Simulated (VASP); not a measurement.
# SiC (Imm2) in VASP: a series of runs, part 2 of 2

VASP 6.6.1. The steps go on from the part before.

## Step 4: Single point, PBEsol

This run uses another cell than the first one, of 10.34 Å³/atom, 1.025 times its volume.

Input file INCAR:

```
SYSTEM = SiC
ALGO = Normal ; EDIFF = 1E-6
ENCUT = 520 ; GGA = PS
ISIF = 2 ; ISMEAR = 0
LASPH = .TRUE. ; LCHARG = .FALSE.
LREAL = .FALSE. ; LWAVE = .FALSE.
NBANDS = 11 ; NELM = 80
PREC = Accurate ; SIGMA = 0.05
```

Input file KPOINTS:

```
k-points
0
G
  10 10 10
  0 0 0
```

Input file POSCAR:

```
SiC
1.0
    0.0000000000      2.1783895848      2.1783895848
    2.1783895848      0.0000000000      2.1783895848
    2.1783895848      2.1783895848      0.0000000000
Si C
1 1
Direct
    0.0058896629     -0.0058896629      0.0058896629
    0.7362283587      0.7637716413      0.7362283587
```

Potentials or basis: VASP PAW PBE potentials, release 64 (Si, C).

Command:

```bash
> cat potpaw_PBE.64/Si/POTCAR potpaw_PBE.64/C/POTCAR > POTCAR
> mpirun -np 1 vasp_std > vasp.out
```

OUTCAR:

```text
SYSTEM = SiC
   EDIFF = 1E-6
   ENCUT = 520
   GGA = PS
   ISIF = 2
   ISMEAR = 0
   LASPH = .TRUE.
   LREAL = .FALSE.
   NELM = 80
   PREC = Accurate

 ion  position               nearest neighbor table
   1  0.006  0.994  0.006-   2 1.84   2 1.84   2 1.94   2 1.94
   2  0.736  0.764  0.736-   1 1.84   1 1.84   1 1.94   1 1.94

  LATTYP: Found a face centered cubic cell.
 ALAT       =     4.3567791696

  Lattice vectors:

 A1 = (   0.0000000000,   2.1783895848,   2.1783895848)
 A2 = (   2.1783895848,   0.0000000000,   2.1783895848)
 A3 = (   2.1783895848,   2.1783895848,   0.0000000000)

Analysis of symmetry for initial positions (statically):
=====================================================================
 Subroutine PRICEL returns:
 Original cell was already a primitive cell.

 Routine SETGRP: Setting up the symmetry group for a
 face centered cubic supercell.

 Subroutine GETGRP returns: Found  4 space group operations
 (whereof  4 operations were pure point group operations)
 out of a pool of 48 trial point group operations.

The static configuration has the point symmetry C_2v.

Analysis of symmetry for dynamics (positions and initial velocities):
=====================================================================
 Subroutine PRICEL returns:
 Original cell was already a primitive cell.

 Routine SETGRP: Setting up the symmetry group for a
 face centered cubic supercell.

 Subroutine GETGRP returns: Found  4 space group operations
 (whereof  4 operations were pure point group operations)
 out of a pool of 48 trial point group operations.

The dynamic configuration has the point symmetry C_2v.

 Subroutine INISYM returns: Found  4 space group operations
 (whereof  4 operations are pure point group operations),
 and found     1 'primitive' translations

----------------------------------------------------------------------------------------

                                     Primitive cell

  volume of cell :      20.6746

  direct lattice vectors                    reciprocal lattice vectors
[... 112 lines left out ...]
   GGA     = PS    functional components
   LHFCALC =     F    Hartree Fock is set to
   AEXX    =    0.0000 exact exchange contribution
   IVDW    =     0    specifies the selected vdW correction
   LEPSILON=     F    determine dielectric tensor
   LRPA    =     F    only Hartree local field effects (RPA)
 non-spin polarized calculation
 Gauss-broadening in eV      SIGMA  =   0.05
  energy-cutoff  :      520.00
  volume of cell :       20.67
 maximum number of plane-waves:       568
   NGX = 11   NGY = 11   NGZ = 11

 number of electron       8.0000000 magnetization

 Free energy of the ion-electron system (eV)
  ---------------------------------------------------
  ext. energy  EPLUGINS =         0.00000000
  ---------------------------------------------------
  free energy    TOTEN  =       -15.84482268 eV

  energy without entropy =      -15.84482268  energy(sigma->0) =      -15.84482268

 E-fermi :   8.7396     XC(G=0): -11.5084

 val. band max:        8.4436780150   @ k =   0.0000   0.0000   0.0000
 cond. band min:       9.2779867035   @ k =   0.5000   0.5000   0.0000
 fundamental gap:      0.8343086885
 Fermi energy:         8.7396200867

 k-point     1 :       0.0000    0.0000    0.0000
  band No.  band energies     occupation
      1      -7.3699      2.00000
      2       7.6397      2.00000
      3       8.0801      2.00000
      4       8.4437      2.00000
      5      14.2279      0.00000
      6      15.1746      0.00000
      7      15.3062      0.00000
      8      15.5020      0.00000
      9      22.5088      0.00000
     10      22.5142      0.00000
     11      24.3087      0.00000
[... 309 lines left out ...]
 k-point    24 :       0.1000    0.0000    0.4000
  band No.  band energies     occupation
      1      -4.7203      2.00000
      2       1.1622      2.00000
      3       6.4595      2.00000
      4       6.9475      2.00000
      5      13.6705      0.00000
      6      15.3431      0.00000
      7      16.1203      0.00000
      8      17.9913      0.00000
      9      21.3953      0.00000
     10      24.4180      0.00000
     11      24.5343      0.00000

 [... further k-points ...]
[... 5 lines left out ...]
  --------------------------------------------------------------------------------------
  -------------------------------------------------------------------------------------
  Total        0.2173464      0.0396593      0.2173464      0.0000000      0.0000000     -0.7427518
  in kB       16.8432653      3.0733979     16.8432653      0.0000000      0.0000000    -57.5595864
  external PRESSURE =      12.2533095 kB  Pullay stress =       0.0000000 kB

 VOLUME and BASIS-vectors are now :
 -----------------------------------------------------------------------------
  energy-cutoff  :      520.00
  volume of cell :       20.67
      direct lattice vectors                 reciprocal lattice vectors
     0.000000000  2.178389585  2.178389585    -0.229527355  0.229527355  0.229527355
     2.178389585  0.000000000  2.178389585     0.229527355 -0.229527355  0.229527355
     2.178389585  2.178389585  0.000000000     0.229527355  0.229527355 -0.229527355

 POSITION                                       TOTAL-FORCE (eV/Angst)
 -----------------------------------------------------------------------------------
      2.17839      0.02566      2.17839        -0.000000     -1.629843     -0.000000
      3.26758      3.20758      3.26758         0.000000      1.629843      0.000000
 -----------------------------------------------------------------------------------
    total drift:                               -0.000000      0.000002     -0.000000

  FREE ENERGIE OF THE ION-ELECTRON SYSTEM (eV)
  ---------------------------------------------------
  free  energy   TOTEN  =       -15.8448226801 eV

  energy  without entropy=      -15.8448226801  energy(sigma->0) =      -15.84482268
```

OSZICAR:

```text
N       E                     dE             d eps       ncg     rms          rms(c)
DAV:   1     0.214496851832E+01    0.21450E+01   -0.39505E+03  3906   0.614E+02
DAV:   2    -0.170743123475E+02   -0.19219E+02   -0.18238E+02  4734   0.109E+02
DAV:   3    -0.176658606150E+02   -0.59155E+00   -0.59043E+00  4615   0.158E+01
DAV:   4    -0.176680621441E+02   -0.22015E-02   -0.22014E-02  4366   0.122E+00
DAV:   5    -0.176680718035E+02   -0.96594E-05   -0.96590E-05  4625   0.748E-02    0.881E+00
DAV:   6    -0.159251502547E+02    0.17429E+01   -0.61395E+00  4266   0.110E+01    0.395E+00
DAV:   7    -0.158595906726E+02    0.65560E-01   -0.37840E-01  4529   0.347E+00    0.178E+00
DAV:   8    -0.158450083497E+02    0.14582E-01   -0.21559E-02  4323   0.934E-01    0.165E-01
DAV:   9    -0.158447780255E+02    0.23032E-03   -0.17825E-03  4638   0.224E-01    0.109E-01
DAV:  10    -0.158448218879E+02   -0.43862E-04   -0.12749E-04  4251   0.718E-02    0.267E-02
DAV:  11    -0.158448225245E+02   -0.63666E-06   -0.10470E-05  4518   0.185E-02    0.592E-03
DAV:  12    -0.158448226801E+02   -0.15550E-06   -0.61205E-07  2448   0.492E-03
   1 F= -.15844823E+02 E0= -.15844823E+02  d E =-.172145E-19
```

stdout:

```text
POSCAR found type information on POSCAR SiC
 POSCAR found :  2 types and       2 ions
 scaLAPACK will be used
 -----------------------------------------------------------------------------
|                                                                             |
|                                                                             |
|     You enforced a specific xc type in the INCAR file but a different       |
|     I HOPE YOU KNOW WHAT YOU ARE DOING!                                     |
|                                                                             |
 -----------------------------------------------------------------------------

 LDA part: xc-table for (Slater+PW92), standard interpolation
 POSCAR, INCAR and KPOINTS ok, starting setup
 FFT: planning ... GRIDC
 FFT: planning ... GRID_SOFT
 FFT: planning ... GRID
 WAVECAR not read
 entering main loop
```

Run time: 19 s. Hardware: 1 thread of AMD EPYC 9R45 (Zen 5), shared host; peak memory 0.13 GiB.

What came out:

- Free energy: -15.8448 eV
- Pressure: 1.2 GPa
- Largest force: 1.630 eV/Å
- Band gap on the k mesh: 0.83 eV, indirect (least direct gap 4.24 eV)

Forces in eV/Å, atoms in the order of the input:
```
Si   0.000 -1.630  0.000
C    0.000  1.630  0.000
```

Stress tensor (GPa, compression positive):
```
 1.68  0.00 -5.76
 0.00  0.31  0.00
-5.76  0.00  1.68
```

Caveat: the PAW data sets were made with another functional, which shifts forces and pressure a little.

## Step 5: Single point, PBEsol

This run uses another cell than the first one, of 10.34 Å³/atom, 1.025 times its volume.

Input file INCAR:

```
SYSTEM = SiC
PREC = Accurate
ENCUT = 520
EDIFF = 1E-6
ISMEAR = 0
SIGMA = 0.05
LREAL = .False.
LASPH = .True.
NELM = 100
ALGO = Normal
ISIF = 2
LWAVE = .False.
LCHARG = .False.
GGA = PS
NBANDS = 11
```

Input file KPOINTS:

```
Automatic mesh
0
Gamma
  10 10 10
  0 0 0
```

Input file POSCAR:

```
SiC
1.0
    0.0000000000      2.1783895848      2.1783895848
    2.1783895848      0.0000000000      2.1783895848
    2.1783895848      2.1783895848      0.0000000000
Si C
1 1
Direct
    0.0035337978     -0.0035337978      0.0035337978
    0.7417370152      0.7582629848      0.7417370152
```

Potentials or basis: VASP PAW PBE potentials, release 64 (Si, C).

Command:

```bash
> cat potpaw_PBE.64/Si/POTCAR potpaw_PBE.64/C/POTCAR > POTCAR
> mpirun -np 1 vasp_std > vasp.out
```

OUTCAR:

```text
SYSTEM = SiC
   PREC = Accurate
   ENCUT = 520
   EDIFF = 1E-6
   ISMEAR = 0
   LREAL = .False.
   LASPH = .True.
   NELM = 100
   ISIF = 2
   GGA = PS

 ion  position               nearest neighbor table
   1  0.004  0.996  0.004-   2 1.86   2 1.86   2 1.92   2 1.92
   2  0.742  0.758  0.742-   1 1.86   1 1.86   1 1.92   1 1.92

  LATTYP: Found a face centered cubic cell.
 ALAT       =     4.3567791696

  Lattice vectors:

 A1 = (   0.0000000000,   2.1783895848,   2.1783895848)
 A2 = (   2.1783895848,   0.0000000000,   2.1783895848)
 A3 = (   2.1783895848,   2.1783895848,   0.0000000000)
[... 512 lines left out ...]
      7      16.1890      0.00000
      8      18.0135      0.00000
      9      21.4091      0.00000
     10      24.4521      0.00000
     11      24.5062      0.00000

 [... further k-points ...]
[... 5 lines left out ...]
  --------------------------------------------------------------------------------------
  -------------------------------------------------------------------------------------
  Total        0.1081966      0.0441338      0.1081966      0.0000000      0.0000000     -0.4435814
  in kB        8.3847002      3.4201517      8.3847002      0.0000000      0.0000000    -34.3753622
  external PRESSURE =       6.7298507 kB  Pullay stress =       0.0000000 kB

 VOLUME and BASIS-vectors are now :
 -----------------------------------------------------------------------------
  energy-cutoff  :      520.00
  volume of cell :       20.67
      direct lattice vectors                 reciprocal lattice vectors
     0.000000000  2.178389585  2.178389585    -0.229527355  0.229527355  0.229527355
     2.178389585  0.000000000  2.178389585     0.229527355 -0.229527355  0.229527355
     2.178389585  2.178389585  0.000000000     0.229527355  0.229527355 -0.229527355

 POSITION                                       TOTAL-FORCE (eV/Angst)
 -----------------------------------------------------------------------------------
      2.17839      0.01540      2.17839         0.000000     -0.983794      0.000000
      3.26758      3.23158      3.26758         0.000000      0.983794      0.000000
 -----------------------------------------------------------------------------------
    total drift:                               -0.000000      0.000108     -0.000000

  FREE ENERGIE OF THE ION-ELECTRON SYSTEM (eV)
  ---------------------------------------------------
  free  energy   TOTEN  =       -15.8896277113 eV

  energy  without entropy=      -15.8896277113  energy(sigma->0) =      -15.88962771
```

OSZICAR:

```text
N       E                     dE             d eps       ncg     rms          rms(c)
DAV:   1     0.211793726220E+01    0.21179E+01   -0.39496E+03  3906   0.613E+02
DAV:   2    -0.171050870718E+02   -0.19223E+02   -0.18237E+02  4753   0.109E+02
DAV:   3    -0.176956736939E+02   -0.59059E+00   -0.58945E+00  4609   0.157E+01
DAV:   4    -0.176978625806E+02   -0.21889E-02   -0.21888E-02  4396   0.122E+00
DAV:   5    -0.176978721852E+02   -0.96046E-05   -0.96045E-05  4599   0.745E-02    0.877E+00
DAV:   6    -0.159696110843E+02    0.17283E+01   -0.60783E+00  4263   0.109E+01    0.394E+00
DAV:   7    -0.159042997043E+02    0.65311E-01   -0.37509E-01  4502   0.345E+00    0.177E+00
DAV:   8    -0.158898100118E+02    0.14490E-01   -0.21202E-02  4317   0.926E-01    0.164E-01
DAV:   9    -0.158895824267E+02    0.22759E-03   -0.17531E-03  4648   0.222E-01    0.110E-01
DAV:  10    -0.158896271487E+02   -0.44722E-04   -0.12543E-04  4239   0.708E-02    0.259E-02
DAV:  11    -0.158896274917E+02   -0.34293E-06   -0.11468E-05  4536   0.189E-02    0.567E-03
DAV:  12    -0.158896277113E+02   -0.21958E-06   -0.63477E-07  2562   0.496E-03
   1 F= -.15889628E+02 E0= -.15889628E+02  d E =-.821873E-14
```

Run time: 19 s. Hardware: 1 thread of AMD EPYC 9R45 (Zen 5), shared host; peak memory 0.13 GiB.

What came out:

```
Free energy            : -15.8896 eV
Pressure               : 0.7 GPa
Largest force          : 0.984 eV/Å
Band gap on the k mesh : 0.99 eV, indirect (least direct gap 4.32 eV)
```

Forces on the atoms (eV/Å):
```
Si   0.000 -0.984  0.000
C    0.000  0.984  0.000
```

Caveat: the PAW data sets were made with another functional, which shifts forces and pressure a little.
